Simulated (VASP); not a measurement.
# SrTiO3 (P4mm) in VASP: further runs

Runs on SrTiO3. Level: PBE. Tasks: single point.

Program: VASP 6.6.1. These are calculated values, not measurements. Logs are shortened: lines on timing, memory, paths and dates and some standing lists are left out, and cuts for length are marked.

## (1) The cell of the first run

The structure is tetragonal, space group P4mm (No. 99). Conventional cell: a = 3.936 Å, b = 3.936 Å, c = 3.936 Å, α = 90.00°, β = 90.00°, γ = 90.00°. Sr (site symmetry 4mm) has 12 O at 2.58 to 3.01 Å and 4 Ti at 3.11 Å within 3.4 Å. Within 2.2 Å of Ti (site symmetry 4mm) lie 5 O at 1.62 to 1.99 Å. Within 2.2 Å of O (site symmetry 4mm) lie 1 Ti at 1.62 Å. Within 2.6 Å of O (site symmetry 2mm) lie 2 Ti at 1.99 Å and 2 Sr at 2.58 Å.

## (2) Single point, PBE (mode 1 frozen in at -0.096 Å and mode 7 at -0.288 Å (largest displacements))

File INCAR:

```
SYSTEM = SrTiO3
  ALGO = Normal
  EDIFF = 1E-6
  ENCUT = 520
  GGA = PE
  ISIF = 2
  ISMEAR = 0
  LASPH = .TRUE.
  LCHARG = .TRUE.
  LELF = .TRUE.
  LREAL = .FALSE.
  LVHAR = .TRUE.
  LWAVE = .FALSE.
  NBANDS = 28
  NELM = 100
  PREC = Accurate
  SIGMA = 0.05
```

File KPOINTS:

```
k-points
0
G
  8 8 8
  0 0 0
```

File POSCAR:

```
SrTiO3
1.0
    3.9364094381      0.0000000000      0.0000000000
    0.0000000000      3.9364094381      0.0000000000
    0.0000000000      0.0000000000      3.9364094381
Sr Ti O
1 1 3
Direct
   -0.0565350875      0.0000000000      0.0000000000
    0.5892977354      0.5000000000      0.5000000000
    0.0010229997      0.5000000000      0.5000000000
    0.5207145038      0.0000000000      0.5000000000
    0.5207145038      0.5000000000      0.0000000000
```

Potentials or basis: VASP PAW PBE potentials, release 64 (Sr_sv, Ti_sv, O).

Run with:

```
$ cat potpaw_PBE.64/Sr_sv/POTCAR potpaw_PBE.64/Ti_sv/POTCAR potpaw_PBE.64/O/POTCAR > POTCAR
$ mpirun -np 1 vasp_std > vasp.out
```

OUTCAR:

```text
SYSTEM = SrTiO3
   EDIFF = 1E-6
   ENCUT = 520
   GGA = PE
   ISIF = 2
   ISMEAR = 0
   LASPH = .TRUE.
   LREAL = .FALSE.
   NELM = 100
   PREC = Accurate

 ion  position               nearest neighbor table
   1  0.943  0.000  0.000-   4 2.58   5 2.58   4 2.58   5 2.58   3 2.79   3 2.79   3 2.79   3 2.79
                             4 3.01   5 3.01   4 3.01   5 3.01   2 3.11   2 3.11   2 3.11   2 3.11
   2  0.589  0.500  0.500-   3 1.62   4 1.99   5 1.99   5 1.99   4 1.99   3 2.32   1 3.11   1 3.11
                             1 3.11   1 3.11   1 3.77   1 3.77   1 3.77   1 3.77
   3  0.001  0.500  0.500-   2 1.62   2 2.32   1 2.79   1 2.79   1 2.79   1 2.79
   4  0.521  0.000  0.500-   2 1.99   2 1.99   1 2.58   1 2.58   1 3.01   1 3.01
   5  0.521  0.500  0.000-   2 1.99   2 1.99   1 2.58   1 2.58   1 3.01   1 3.01

  LATTYP: Found a simple cubic cell.
 ALAT       =     3.9364094381

  Lattice vectors:

 A1 = (   3.9364094381,   0.0000000000,   0.0000000000)
 A2 = (   0.0000000000,   3.9364094381,   0.0000000000)
 A3 = (   0.0000000000,   0.0000000000,   3.9364094381)

Analysis of symmetry for initial positions (statically):
=====================================================================
 Subroutine PRICEL returns:
 Original cell was already a primitive cell.

 Routine SETGRP: Setting up the symmetry group for a
 simple cubic supercell.

 Subroutine GETGRP returns: Found  8 space group operations
 (whereof  8 operations were pure point group operations)
 out of a pool of 48 trial point group operations.

The static configuration has the point symmetry C_4v.

Analysis of symmetry for dynamics (positions and initial velocities):
=====================================================================
 Subroutine PRICEL returns:
 Original cell was already a primitive cell.

 Routine SETGRP: Setting up the symmetry group for a
 simple cubic supercell.

 Subroutine GETGRP returns: Found  8 space group operations
 (whereof  8 operations were pure point group operations)
 out of a pool of 48 trial point group operations.

The dynamic configuration has the point symmetry C_4v.

 Subroutine INISYM returns: Found  8 space group operations
 (whereof  8 operations are pure point group operations),
 and found     1 'primitive' translations

----------------------------------------------------------------------------------------

                                     Primitive cell

  volume of cell :      60.9959

  direct lattice vectors                    reciprocal lattice vectors
     3.936409438  0.000000000  0.000000000     0.254038615  0.000000000  0.000000000
     0.000000000  3.936409438  0.000000000     0.000000000  0.254038615  0.000000000
     0.000000000  0.000000000  3.936409438     0.000000000  0.000000000  0.254038615

  length of vectors
     3.936409438  3.936409438  3.936409438     0.254038615  0.254038615  0.254038615

  position of ions in fractional coordinates (direct lattice)
     0.943464912  0.000000000  0.000000000
     0.589297735  0.500000000  0.500000000
     0.001023000  0.500000000  0.500000000
     0.520714504  0.000000000  0.500000000
     0.520714504  0.500000000  0.000000000

  ion indices of the primitive-cell ions
   primitive index   ion index
                 1           1
                 2           2
                 3           3
                 4           4
                 5           5

----------------------------------------------------------------------------------------

 KPOINTS: k-points

Automatic generation of k-mesh.
 Grid dimensions read from file:
 generate k-points for:    8    8    8

 Generating k-lattice:

  Cartesian coordinates                     Fractional coordinates (reciprocal lattice)
     0.031754827  0.000000000  0.000000000     0.125000000  0.000000000  0.000000000
     0.000000000  0.031754827  0.000000000     0.000000000  0.125000000  0.000000000
     0.000000000  0.000000000  0.031754827     0.000000000  0.000000000  0.125000000

  Length of vectors
     0.031754827  0.031754827  0.031754827

  Shift w.r.t. Gamma in fractional coordinates (k-lattice)
     0.000000000  0.000000000  0.000000000

 Subroutine IBZKPT returns following result:
 ===========================================

 Found     75 irreducible k-points:

 Following reciprocal coordinates:
            Coordinates               Weight
  0.000000  0.000000  0.000000      1.000000
  0.125000  0.000000  0.000000      2.000000
  0.000000  0.125000  0.000000      4.000000
  0.250000  0.000000  0.000000      2.000000
  0.000000  0.250000  0.000000      4.000000
  0.375000  0.000000  0.000000      2.000000
[... 16 lines left out ...]
  0.375000  0.250000  0.000000      8.000000
  0.000000  0.375000  0.250000      8.000000
 [... further k-points ...]
   k-points           NKPTS =     75   k-points in BZ     NKDIM =     75   number of bands    NBANDS=     28
   number of dos      NEDOS =    301   number of ions     NIONS =      5
   total plane-waves  NPLWV =  27000
   dimension x,y,z NGX =    30 NGY =   30 NGZ =   30
   dimension x,y,z NGXF=    60 NGYF=   60 NGZF=   60
   ions per type =               1   1   3
   NGX,Y,Z   is equivalent  to a cutoff of  12.67, 12.67, 12.67 a.u.
   NGXF,Y,Z  is equivalent  to a cutoff of  25.34, 25.34, 25.34 a.u.
 SYSTEM =  SrTiO3
   PREC   = accura    normal or accurate (medium, high low for compatibility)
   ISTART =      0    job   : 0-new  1-cont  2-samecut
   ICHARG =      2    charge: 1-file 2-atom 10-const
   ISPIN  =      1    spin polarized calculation?
   LNONCOLLINEAR =      F non collinear calculations
   LSORBIT =      F    spin-orbit coupling
   LASPH  =      T    aspherical Exc in radial PAW
   ENCUT  =  520.0 eV  38.22 Ry    6.18 a.u.   7.32  7.32  7.32*2*pi/ulx,y,z
   NELM   =    100;   NELMIN=  2; NELMDL= -5     # of ELM steps
   EDIFF  = 0.1E-05   stopping-criterion for ELM
   LREAL  =      F    real-space projection
   EDIFFG = 0.1E-04   stopping-criterion for IOM
   NSW    =      0    number of steps for IOM
   IBRION =     -1    ionic relax: 0-MD 1-quasi-New 2-CG
   NFREE  =      0    steps in history (QN), initial steepest desc. (CG)
   ISIF   =      2    stress and relaxation
   ISYM   =      2    0-nonsym 1-usesym 2-fastsym
   POTIM  = 0.5000    time-step for ionic-motion
   TEBEG  =    0.0;   TEEND  =   0.0 temperature during run
   PSTRESS=    0.0 pullay stress
   NELECT =      40.0000    total number of electrons
   NUPDOWN=      -1.0000    fix difference up-down
   EMIN   =  10.00;   EMAX   =-10.00  energy-range for DOS
   EFERMI =   0.00;   METHOD = LEGACY
   ISMEAR =     0;   SIGMA  =   0.05  broadening in eV -4-tet -1-fermi 0-gaus
   EFERMI_NEDOS =   21; number of points for ismear=-14 and -15
   IALGO  =     38    algorithm
   IMIX   =      4    mixing-type and parameters
     AMIX     =   0.40;   BMIX     =  1.00
     AMIX_MAG =   1.60;   BMIX_MAG =  1.00
  volume/ion in A,a.u.               =      12.20        82.32
  Fermi-wavevector in a.u.,A,eV,Ry     =   1.422311  2.687778 27.524158  2.022969
  Thomas-Fermi vector in A             =   2.543028
   LORBIT       =      0    0 simple, 1 ext, 2 COOP (PROOUT), +10 PAW based schemes
   GGA     = PE    functional components
   LHFCALC =     F    Hartree Fock is set to
   AEXX    =    0.0000 exact exchange contribution
   IVDW    =     0    specifies the selected vdW correction
   LEPSILON=     F    determine dielectric tensor
   LRPA    =     F    only Hartree local field effects (RPA)
 non-spin polarized calculation
 Gauss-broadening in eV      SIGMA  =   0.05
  energy-cutoff  :      520.00
  volume of cell :       61.00
 maximum number of plane-waves:      1671
 NGX is ok and might be reduce to    30
   NGX = 15   NGY = 15   NGZ = 15

 number of electron      39.9999995 magnetization

 Free energy of the ion-electron system (eV)
  ---------------------------------------------------
  ext. energy  EPLUGINS =         0.00000000
  ---------------------------------------------------
  free energy    TOTEN  =       -39.17074368 eV

  energy without entropy =      -39.17074368  energy(sigma->0) =      -39.17074368

 E-fermi :   4.2815     XC(G=0): -11.0641

 val. band max:        4.0058632846   @ k =   0.5000   0.5000   0.5000
 cond. band min:       5.9467939367   @ k =   0.0000   0.0000   0.0000
 fundamental gap:      1.9409306522
 Fermi energy:         4.2814664273

 k-point     1 :       0.0000    0.0000    0.0000
  band No.  band energies     occupation
      1     -52.0686      2.00000
      2     -28.9918      2.00000
      3     -28.7451      2.00000
      4     -28.2789      2.00000
      5     -28.2789      2.00000
      6     -13.4810      2.00000
[... 20 lines left out ...]
     27       9.7196      0.00000
     28      10.0925      0.00000

 k-point     2 :       0.1250    0.0000    0.0000
  band No.  band energies     occupation
      1     -52.0684      2.00000
      2     -28.9958      2.00000
      3     -28.7479      2.00000
      4     -28.2785      2.00000
      5     -28.2785      2.00000
      6     -13.4451      2.00000
[... 20 lines left out ...]
     27      10.0279      0.00000
     28      10.5537      0.00000

 k-point     3 :       0.0000    0.1250    0.0000
  band No.  band energies     occupation
      1     -52.0684      2.00000
      2     -28.9887      2.00000
      3     -28.7503      2.00000
      4     -28.2827      2.00000
      5     -28.2784      2.00000
      6     -13.5106      2.00000
[... 20 lines left out ...]
     27       9.9172      0.00000
     28      10.2992      0.00000

 k-point     4 :       0.2500    0.0000    0.0000
  band No.  band energies     occupation
      1     -52.0679      2.00000
      2     -29.0065      2.00000
      3     -28.7532      2.00000
      4     -28.2775      2.00000
      5     -28.2775      2.00000
      6     -13.4176      2.00000
[... 578 lines left out ...]
     27      11.0641      0.00000
     28      11.5803      0.00000

 k-point    23 :       0.3750    0.2500    0.0000
  band No.  band energies     occupation
      1     -52.0667      2.00000
      2     -28.9887      2.00000
      3     -28.7902      2.00000
      4     -28.2950      2.00000
      5     -28.2750      2.00000
      6     -13.2621      2.00000
[... 20 lines left out ...]
     27      11.8569      0.00000
     28      12.4708      0.00000

 k-point    24 :       0.0000    0.3750    0.2500
  band No.  band energies     occupation
      1     -52.0667      2.00000
      2     -28.9500      2.00000
      3     -28.7759      2.00000
      4     -28.3204      2.00000
      5     -28.3027      2.00000
      6     -13.5021      2.00000
[... 20 lines left out ...]
     27      11.7037      0.00000
     28      11.8682      0.00000

 [... further k-points ...]
[... 5 lines left out ...]
  --------------------------------------------------------------------------------------
  -------------------------------------------------------------------------------------
  Total       10.4181797      2.6117197      2.6117197      0.0000000      0.0000000     -0.0000000
  in kB      273.6538939     68.6019337     68.6019337      0.0000000      0.0000000     -0.0000000
  external PRESSURE =     136.9525871 kB  Pullay stress =       0.0000000 kB

 VOLUME and BASIS-vectors are now :
 -----------------------------------------------------------------------------
  energy-cutoff  :      520.00
  volume of cell :       61.00
      direct lattice vectors                 reciprocal lattice vectors
     3.936409438  0.000000000  0.000000000     0.254038615  0.000000000  0.000000000
     0.000000000  3.936409438  0.000000000     0.000000000  0.254038615  0.000000000
     0.000000000  0.000000000  3.936409438     0.000000000  0.000000000  0.254038615

 POSITION                                       TOTAL-FORCE (eV/Angst)
 -----------------------------------------------------------------------------------
      3.71386      0.00000      0.00000         1.656241      0.000000     -0.000000
      2.31972      1.96820      1.96820        -7.136599      0.000000     -0.000000
      0.00403      1.96820      1.96820         5.239399     -0.000000      0.000000
      2.04975      0.00000      1.96820         0.120480     -0.000000     -0.000000
      2.04975      1.96820      0.00000         0.120480      0.000000      0.000000
 -----------------------------------------------------------------------------------
    total drift:                               -0.000226     -0.000000      0.000005

  FREE ENERGIE OF THE ION-ELECTRON SYSTEM (eV)
  ---------------------------------------------------
  free  energy   TOTEN  =       -39.1707436770 eV

  energy  without entropy=      -39.1707436770  energy(sigma->0) =      -39.17074368
```

Wall time 55 s (1 thread of Intel Xeon 6975P-C (Granite Rapids), shared host); peak memory 0.26 GiB.

Results:

```yaml
Free_energy: -39.1707 eV
Pressure: 13.7 GPa
Largest_force: 7.137 eV/Å
Band_gap_on_the_k_mesh: 1.94 eV, indirect (least direct gap 2.55 eV)
```

Forces in eV/Å, atoms in the order of the input:
```
Sr   1.656  0.000  0.000
Ti  -7.137  0.000  0.000
O    5.239  0.000  0.000
O    0.120  0.000  0.000
O    0.120  0.000  0.000
```

Caveat: the cell differs from its parent crystal (mode 1 frozen in at -0.096 Å and mode 7 at -0.288 Å (largest displacements)); forces of over 1 eV/Å act on the atoms, so gaps and moduli don't describe the material at rest. A k mesh can miss the band edges.

## (3) Single point, PBE (mode 1 frozen in at -0.058 Å and mode 7 at -0.058 Å (largest displacements))

File INCAR:

```
SYSTEM = SrTiO3
  PREC = Accurate
  ENCUT = 520
  EDIFF = 1E-7
  ISMEAR = 0
  SIGMA = 0.05
  LREAL = .False.
  LASPH = .True.
  NELM = 100
  ALGO = Normal
  ISIF = 2
  LWAVE = .False.
  LCHARG = .False.
  GGA = PE
  NBANDS = 28
```

File KPOINTS:

```
Automatic mesh
0
Gamma
  8 8 8
  0 0 0
```

File POSCAR:

```
SrTiO3
1.0
    3.9364094381      0.0000000000      0.0000000000
    0.0000000000      3.9364094381      0.0000000000
    0.0000000000      0.0000000000      3.9364094381
Sr Ti O
1 1 3
Direct
   -0.0099399666      0.0000000000      0.0000000000
    0.5243133928      0.5000000000      0.5000000000
   -0.0095504829      0.5000000000      0.5000000000
    0.4956225038      0.0000000000      0.5000000000
    0.4956225038      0.5000000000      0.0000000000
```

Potentials or basis: VASP PAW PBE potentials, release 64 (Sr_sv, Ti_sv, O).

Run with:

```
$ cat potpaw_PBE.64/Sr_sv/POTCAR potpaw_PBE.64/Ti_sv/POTCAR potpaw_PBE.64/O/POTCAR > POTCAR
$ mpirun -np 1 vasp_std > vasp.out
```

Wall time 61 s (1 thread of Intel Xeon 6975P-C (Granite Rapids), shared host); peak memory 0.26 GiB.

The run converged. Its results:

| Property | Result |
| --- | --- |
| Free energy | -40.0771 eV |
| Pressure | 1.9 GPa |
| Largest force | 0.585 eV/Å |
| Band gap on the k mesh | 1.84 eV, indirect (least direct gap 2.37 eV) |

Forces in eV/Å, atoms in the order of the input:
```
Sr   0.375  0.000  0.000
Ti  -0.585  0.000  0.000
O    0.319  0.000  0.000
O   -0.055  0.000  0.000
O   -0.055  0.000  0.000
```

Stress tensor (GPa, compression positive):
```
3.67 0.00 0.00
0.00 0.98 0.00
0.00 0.00 0.98
```

Levels at points of the mesh, in eV from the valence-band top:
```
           k point  band 17  band 18  band 19  band 20  band 21  band 22  band 23  band 24
(0.00, 0.00, 0.00)    -1.17    -0.59    -0.53    -0.53     1.84     2.12     2.12     4.22
(0.50, 0.00, 0.00)    -2.41    -1.96    -0.74    -0.74     2.00     3.79     3.79     4.22
(0.00, 0.50, 0.00)    -2.28    -1.88    -1.04    -0.90     2.28     3.67     3.72     4.34
(0.50, 0.50, 0.00)    -1.75    -1.56    -1.55    -0.20     3.68     3.80     4.16     5.15
(0.00, 0.50, 0.50)    -1.80    -1.72    -1.72    -0.09     3.73     3.73     4.11     5.09
(0.50, 0.50, 0.50)    -3.66    -0.11    -0.11     0.00     4.31     4.35     4.35     6.64
```

Caveat: the cell differs from its parent crystal (mode 1 frozen in at -0.058 Å and mode 7 at -0.058 Å (largest displacements)). A k mesh can miss the band edges.

(Continued in part 2 of 2.)
